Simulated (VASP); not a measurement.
# NaY2B2 (I4/mmm) in VASP: a series of runs

The runs below take NaY2B2 through single point, relaxation of cell and atoms, with PBE.

Program: VASP 6.6.1. These are calculated values, not measurements. Logs are shortened: lines on timing, memory, paths and dates and some standing lists are left out, and cuts for length are marked.

## 1. The cell of the first run

The structure is tetragonal, space group I4/mmm (No. 139). Conventional cell: a = 4.996 Å, b = 4.996 Å, c = 7.844 Å, α = 90.00°, β = 90.00°, γ = 90.00°. Na (site symmetry 4/mmm) has 10 B at 3.11 to 3.62 Å and 8 Y at 3.18 Å within 4.1 Å. Within 4.0 Å of Y (site symmetry -4m2) lie 8 B at 2.75 to 3.73 Å and 4 Na at 3.18 Å and 6 Y at 3.53 to 3.92 Å. Within 2.2 Å of B (site symmetry 4mm) lie 1 B at 1.62 Å.

## 2. Single point, PBE

Input file INCAR:

```
PREC = Accurate ; ENCUT = 520
EDIFF = 1E-6 ; ISMEAR = 0
SIGMA = 0.1 ; LREAL = F
LASPH = T ; NELM = 60
ALGO = Normal ; ISIF = 2
LWAVE = F ; LCHARG = F
GGA = PE ; NBANDS = 26
```

Input file KPOINTS:

```
regular mesh
0
Gamma
  6 6 6
```

Input file POSCAR:

```
NaY2B2
1.0
   -2.4980719493      2.4980719493      3.9217973927
    2.4980719493     -2.4980719493      3.9217973927
    2.4980719493      2.4980719493     -3.9217973927
Na Y B
1 2 2
Direct
    0.0000000000      0.0000000000      0.0000000000
    0.7500000000      0.2500000000      0.5000000000
    0.2500000000      0.7500000000      0.5000000000
    0.3964883262      0.3964883262      0.0000000000
    0.6035116738      0.6035116738      0.0000000000
```

Potentials or basis: VASP PAW PBE potentials, release 64 (Na_pv, Y_sv, B).

Command:

```
$ cat potpaw_PBE.64/Na_pv/POTCAR potpaw_PBE.64/Y_sv/POTCAR potpaw_PBE.64/B/POTCAR > POTCAR
$ mpirun -np 1 vasp_std > vasp.out
```

OUTCAR:

```text
PREC = Accurate
   ENCUT = 520
   EDIFF = 1E-6
   ISMEAR = 0
   LREAL = F
   LASPH = T
   NELM = 60
   ISIF = 2
   GGA = PE

 ion  position               nearest neighbor table
   1  0.000  0.000  0.000-   2 3.18   3 3.18   2 3.18   3 3.18   2 3.18   3 3.18   2 3.18   3 3.18

   2  0.750  0.250  0.500-   4 2.75   5 2.75   4 2.75   5 2.75   1 3.18   1 3.18   1 3.18   1 3.18
                             3 3.53   3 3.53   3 3.53   3 3.53   3 3.92   3 3.92
   3  0.250  0.750  0.500-   4 2.75   5 2.75   4 2.75   5 2.75   1 3.18   1 3.18   1 3.18   1 3.18
                             2 3.53   2 3.53   2 3.53   2 3.53   2 3.92   2 3.92
   4  0.396  0.396  0.000-   5 1.62   3 2.75   2 2.75   3 2.75   2 2.75
   5  0.604  0.604  0.000-   4 1.62   2 2.75   3 2.75   2 2.75   3 2.75

  LATTYP: Found a body centered tetragonal cell.
 ALAT       =     4.9961438986
 C/A-ratio  =     1.5699297187

  Lattice vectors:

 A1 = (  -2.4980719493,   2.4980719493,   3.9217973927)
 A2 = (   2.4980719493,  -2.4980719493,   3.9217973927)
 A3 = (   2.4980719493,   2.4980719493,  -3.9217973927)

Analysis of symmetry for initial positions (statically):
=====================================================================
 Subroutine PRICEL returns:
 Original cell was already a primitive cell.

 Routine SETGRP: Setting up the symmetry group for a
 body centered tetragonal supercell.

 Subroutine GETGRP returns: Found 16 space group operations
 (whereof 16 operations were pure point group operations)
 out of a pool of 16 trial point group operations.

The static configuration has the point symmetry D_4h.

Analysis of symmetry for dynamics (positions and initial velocities):
=====================================================================
 Subroutine PRICEL returns:
 Original cell was already a primitive cell.

 Routine SETGRP: Setting up the symmetry group for a
 body centered tetragonal supercell.

 Subroutine GETGRP returns: Found 16 space group operations
 (whereof 16 operations were pure point group operations)
 out of a pool of 16 trial point group operations.

The dynamic configuration has the point symmetry D_4h.

 Subroutine INISYM returns: Found 16 space group operations
 (whereof 16 operations are pure point group operations),
 and found     1 'primitive' translations

[... 98 lines left out ...]
   ENCUT  =  520.0 eV  38.22 Ry    6.18 a.u.   9.81  9.81  9.81*2*pi/ulx,y,z
   NELM   =     60;   NELMIN=  2; NELMDL= -5     # of ELM steps
   EDIFF  = 0.1E-05   stopping-criterion for ELM
   LREAL  =      F    real-space projection
   EDIFFG = 0.1E-04   stopping-criterion for IOM
   NSW    =      0    number of steps for IOM
   IBRION =     -1    ionic relax: 0-MD 1-quasi-New 2-CG
   NFREE  =      0    steps in history (QN), initial steepest desc. (CG)
   ISIF   =      2    stress and relaxation
   ISYM   =      2    0-nonsym 1-usesym 2-fastsym
   POTIM  = 0.5000    time-step for ionic-motion
   TEBEG  =    0.0;   TEEND  =   0.0 temperature during run
   PSTRESS=    0.0 pullay stress
   NELECT =      35.0000    total number of electrons
   NUPDOWN=      -1.0000    fix difference up-down
   EMIN   =  10.00;   EMAX   =-10.00  energy-range for DOS
   EFERMI =   0.00;   METHOD = LEGACY
   ISMEAR =     0;   SIGMA  =   0.10  broadening in eV -4-tet -1-fermi 0-gaus
   EFERMI_NEDOS =   21; number of points for ismear=-14 and -15
   IALGO  =     38    algorithm
   IMIX   =      4    mixing-type and parameters
     AMIX     =   0.40;   BMIX     =  1.00
     AMIX_MAG =   1.60;   BMIX_MAG =  1.00
  volume/ion in A,a.u.               =      19.58       132.12
  Fermi-wavevector in a.u.,A,eV,Ry     =   1.161928  2.195725 18.368904  1.350076
  Thomas-Fermi vector in A             =   2.298495
   LORBIT       =      0    0 simple, 1 ext, 2 COOP (PROOUT), +10 PAW based schemes
   GGA     = PE    functional components
   LHFCALC =     F    Hartree Fock is set to
   AEXX    =    0.0000 exact exchange contribution
   IVDW    =     0    specifies the selected vdW correction
   LEPSILON=     F    determine dielectric tensor
   LRPA    =     F    only Hartree local field effects (RPA)
 non-spin polarized calculation
 Gauss-broadening in eV      SIGMA  =   0.10
  energy-cutoff  :      520.00
  volume of cell :       97.89
 maximum number of plane-waves:      2663
   NGX = 19   NGY = 19   NGZ = 19

 number of electron      34.9999997 magnetization

 Free energy of the ion-electron system (eV)
  ---------------------------------------------------
  ext. energy  EPLUGINS =         0.00000000
  ---------------------------------------------------
  free energy    TOTEN  =       -25.70832533 eV

  energy without entropy =      -25.68651614  energy(sigma->0) =      -25.69742073

 E-fermi :   3.6723     XC(G=0):  -9.6934

 val. band max:        3.6678509969   @ k =  -0.1667   0.3333   0.1667
 cond. band min:       3.6760523438   @ k =  -0.3333  -0.3333   0.1667
 fundamental gap:      0.0082013469
 Fermi energy:         3.6723081410

 k-point     1 :       0.0000    0.0000    0.0000
  band No.  band energies     occupation
      1     -39.1940      2.00000
      2     -39.1338      2.00000
      3     -21.0629      2.00000
      4     -21.0629      2.00000
      5     -21.0329      2.00000
      6     -19.3495      2.00000
[... 685 lines left out ...]
     25       7.2747      0.00000
     26       8.1786      0.00000

 [... further k-points ...]

------------------------ aborting loop because EDIFF is reached ----------------------------------------

  FORCE on cell =-STRESS in cart. coord.  units (eV):
  Direction    XX          YY          ZZ          XY          YZ          ZX
  --------------------------------------------------------------------------------------
  -------------------------------------------------------------------------------------
  Total       -0.0029476     -0.0029476      0.1284368      0.0000000      0.0000000      0.0000000
  in kB       -0.0482422     -0.0482422      2.1020599      0.0000000      0.0000000      0.0000000
  external PRESSURE =       0.6685252 kB  Pullay stress =       0.0000000 kB

 VOLUME and BASIS-vectors are now :
 -----------------------------------------------------------------------------
  energy-cutoff  :      520.00
  volume of cell :       97.89
      direct lattice vectors                 reciprocal lattice vectors
    -2.498071949  2.498071949  3.921797393     0.000000000  0.200154363  0.127492563
     2.498071949 -2.498071949  3.921797393     0.200154363  0.000000000  0.127492563
     2.498071949  2.498071949 -3.921797393     0.200154363  0.200154363  0.000000000

 POSITION                                       TOTAL-FORCE (eV/Angst)
 -----------------------------------------------------------------------------------
      0.00000      0.00000      0.00000         0.000000      0.000000      0.000000
      0.00000      2.49807      1.96090         0.000000      0.000000      0.000000
      2.49807      0.00000      1.96090         0.000000      0.000000      0.000000
      0.00000      0.00000      3.10989        -0.000000     -0.000000     -0.021132
      0.00000      0.00000      4.73370         0.000000      0.000000      0.021132
 -----------------------------------------------------------------------------------
    total drift:                               -0.000000     -0.000000     -0.000000

  FREE ENERGIE OF THE ION-ELECTRON SYSTEM (eV)
  ---------------------------------------------------
  free  energy   TOTEN  =       -25.7083253281 eV

  energy  without entropy=      -25.6865161370  energy(sigma->0) =      -25.69742073
```

OSZICAR:

```text
N       E                     dE             d eps       ncg     rms          rms(c)
DAV:   1     0.213196930366E+03    0.21320E+03   -0.16674E+04  1624   0.132E+03
DAV:   2    -0.992873485766E+01   -0.22313E+03   -0.21300E+03  1700   0.337E+02
DAV:   3    -0.291480111557E+02   -0.19219E+02   -0.18567E+02  2564   0.801E+01
DAV:   4    -0.306436043343E+02   -0.14956E+01   -0.14825E+01  2198   0.170E+01
DAV:   5    -0.306957256103E+02   -0.52121E-01   -0.52090E-01  2312   0.313E+00    0.299E+01
DAV:   6    -0.256209630323E+02    0.50748E+01   -0.25374E+01  1752   0.146E+01    0.243E+01
DAV:   7    -0.257068404944E+02   -0.85877E-01   -0.24176E+00  2402   0.558E+00    0.177E+01
DAV:   8    -0.257330577336E+02   -0.26217E-01   -0.41570E-01  1956   0.274E+00    0.338E+00
DAV:   9    -0.257079668658E+02    0.25091E-01   -0.12695E-01  1988   0.117E+00    0.721E-01
DAV:  10    -0.257085911238E+02   -0.62426E-03   -0.91061E-03  2142   0.410E-01    0.654E-01
DAV:  11    -0.257083245763E+02    0.26655E-03   -0.27088E-03  1854   0.298E-01    0.646E-02
DAV:  12    -0.257083447964E+02   -0.20220E-04   -0.33725E-04  2338   0.100E-01    0.163E-01
DAV:  13    -0.257083285592E+02    0.16237E-04   -0.57063E-05  1900   0.487E-02    0.597E-02
DAV:  14    -0.257083254032E+02    0.31560E-05   -0.19690E-05  2264   0.220E-02    0.279E-03
DAV:  15    -0.257083253281E+02    0.75101E-07   -0.59586E-07  1062   0.457E-03
   1 F= -.25708325E+02 E0= -.25697421E+02  d E =-.218092E-01
```

stdout:

```text
POSCAR found type information on POSCAR NaY B
 POSCAR found :  3 types and       5 ions
 scaLAPACK will be used
 LDA part: xc-table for (Slater+PW92), standard interpolation
 POSCAR, INCAR and KPOINTS ok, starting setup
 FFT: planning ... GRIDC
 FFT: planning ... GRID_SOFT
 FFT: planning ... GRID
 WAVECAR not read
 entering main loop
```

It took 52 s on 1 thread of Intel Xeon 6975P-C (Granite Rapids), shared host; peak memory 0.29 GiB.

What came out:

```yaml
Free_energy: -25.7083 eV
Pressure: 0.1 GPa
Largest_force: 0.021 eV/Å
Band_gap_on_the_k_mesh: zero (an odd number of electrons rules out a gap without spin polarisation)
```

Forces on the atoms (eV/Å):
```
Na   0.000  0.000  0.000
Y    0.000  0.000  0.000
Y    0.000  0.000  0.000
B    0.000  0.000 -0.021
B    0.000  0.000  0.021
```

(Part 1 of 2 ends here.)
